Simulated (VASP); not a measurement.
SnO2: single point with PBEsol

Crystal: SnO2.

```
Sn O
1.0
    -2.05732    2.05732    5.25782
     2.05732   -2.05732    5.25782
     2.05732    2.05732   -5.25782
Sn O
2 4
Direct
  0.75000 0.25000 0.50000
  0.00000 0.00000 0.00000
  0.80033 0.80033 0.00000
  0.94967 0.44967 0.50000
  0.19967 0.19967 0.00000
  0.55033 0.05033 0.50000
```

This cell differs from its parent crystal: volume 14.836 Å^3 an atom, c/a of the conventional cell 2.5557.

```json
{"Program": "VASP 6.6.1", "Task": "single point", "Functional": "PBEsol", "Potentials or basis": "VASP PAW PBE potentials, release 64 (Sn_d, O)", "Cutoff": "520 eV", "k mesh": "10 × 10 × 10", "Occupations": "gaussian, width 0.05 eV", "Spin": "no spin polarisation", "Dipole correction": "no", "Further INCAR settings": "ALGO = Normal; EDIFF = 1e-07; NBANDS = 35"}
```

The pressure is -9.2 GPa. The largest force is 0.034 eV/Å and the band gap on the k mesh is 0.92 eV, indirect (least direct gap 1.18 eV).

Forces in eV/Å, atoms in the order of the input:
```
Sn   0.000  0.000  0.000
Sn   0.000  0.000  0.000
O    0.000  0.000 -0.034
O    0.000  0.000  0.034
O    0.000  0.000  0.034
O    0.000  0.000 -0.034
```

Stress tensor (GPa, compression positive):
```
-9.45  0.00  0.00
 0.00 -9.45  0.00
 0.00  0.00 -8.83
```

Levels at points of the mesh, in eV from the valence-band top:
```tsv
k point	band 24	band 25	band 26	band 27	band 28	band 29
(0.00, 0.00, 0.00)	-0.58	-0.26	-0.26	0.92	5.02	8.96
(0.50, 0.00, 0.00)	-0.66	-0.44	-0.37	4.09	5.49	7.41
(0.50, 0.50, 0.00)	-0.76	-0.07	-0.07	6.30	6.30	7.14
(0.50, 0.50, 0.50)	-0.96	-0.18	-0.18	3.66	3.66	7.33
```

Run time: 5.3 min on 1 thread of Intel(R) Xeon(R) 6975P-C (Granite Rapids) (shared host), peak memory 0.47 GiB.

Caveat: the PAW data sets were made with another functional, which shifts forces and pressure a little; spin-orbit coupling is left out, which moves the levels of the heavy elements. A k mesh can miss the band edges.
